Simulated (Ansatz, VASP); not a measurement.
**Two plane-wave programs on HfO2**

```xyz
6
Lattice="4.8812 0.0000 0.0000 0.0000 4.8812 0.0000 0.0000 0.0000 3.2379" Properties=species:S:1:pos:R:3 pbc="T T T"
Hf    0.0000    0.0000   -0.1353
Hf    2.4406    2.4406    1.7542
O     0.7294    3.7087    1.5755
O     1.7112    1.2681    0.0434
O     3.1700    3.6131    0.0434
O     4.1518    1.1725    1.5755
```

Change from the starting cell: mode 4 frozen in at -0.135 Å and mode 5 at -0.313 Å (largest displacements).

Alike in both runs: task single point; functional PBE; k mesh 6 × 6 × 8; occupations gaussian, width 0.05 eV; no spin polarisation.

```csv
,VASP,Ansatz
version,VASP 6.6.1,Ansatz 0.2.0
potentials or method,"VASP PAW PBE potentials, release 64 (Hf_pv, O), cutoff 520 eV","scalar-relativistic, plane waves, PAW"
valence electrons in the cell,44,76
```

Ansatz gave:

* gap on the k mesh at the Fermi level (eV): 4.04
* least direct gap on the mesh (eV): 4.11
* pressure (GPa): -4.8
* traceless stress, the component that is largest in VASP (GPa): -1.78
* rms of the force components (eV/Å): 0.352

Problem. What did VASP give for the same quantities?

Solution. gap on the k mesh at the Fermi level (eV): 3.99; least direct gap on the mesh (eV): 4.06; pressure (GPa): -7.4; traceless stress, the component that is largest in VASP (GPa): -1.70; rms of the force components (eV/Å): 0.380.

Atom by atom the forces differ by 0.040 eV/Å (rms over components). With one functional, cell and mesh, what is left measures potentials, basis and numerics. VASP's potentials hold 44 valence electrons a cell and Ansatz's 76, so a difference there can come from the potentials and not from the codes.

Spin-orbit coupling is off throughout.
